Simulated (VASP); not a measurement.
ZnSe (zincblende type):

```
Zn Se
1.0
     0.00000    2.87982    2.87982
     2.87982    0.00000    2.87982
     2.87982    2.87982    0.00000
Zn Se
1 1
Cartesian
  0.0000 0.0000 0.0000
  1.4399 1.4399 1.4399
```

| Quantity | Value |
| --- | --- |
| Program | VASP 6.6.1 |
| Task | relaxation of cell and atoms |
| Functional | r2SCAN |
| Potentials or basis | VASP PAW PBE potentials, release 64 (Zn, Se) |
| Cutoff | 600 eV |
| k mesh | 10 × 10 × 10 |
| Occupations | fermi-dirac, width 0.02 eV |
| Spin | no spin polarisation |

At the start: pressure -2.9 GPa; volume 23.88 Å³/atom.

Task: Where does the relaxation end?

Result: Over 4 steps the energy falls by 11.1 meV/atom and the volume is 22.75 Å³/atom (-4.8 %); space group F-43m (No. 216, to 0.1 Å) before and after.

The path:
```tsv
step	energy change (eV)	largest force (eV/Å)	pressure (GPa)	volume (Å³)
1	0.0000	0.0000	-2.86	47.77
2	-0.0208	0.0000	0.90	44.88
3	-0.0222	0.0000	0.07	45.44
4	-0.0222	0.0000	-0.01	45.49
```

Final structure:
```
Zn Se
1.0
     0.00000    2.83332    2.83332
     2.83332    0.00000    2.83332
     2.83332    2.83332    0.00000
Zn Se
1 1
Direct
  0.00000 0.00000 0.00000
  0.25000 0.25000 0.25000
```

Caveat: the PAW data sets were made with another functional, which shifts forces and pressure a little.
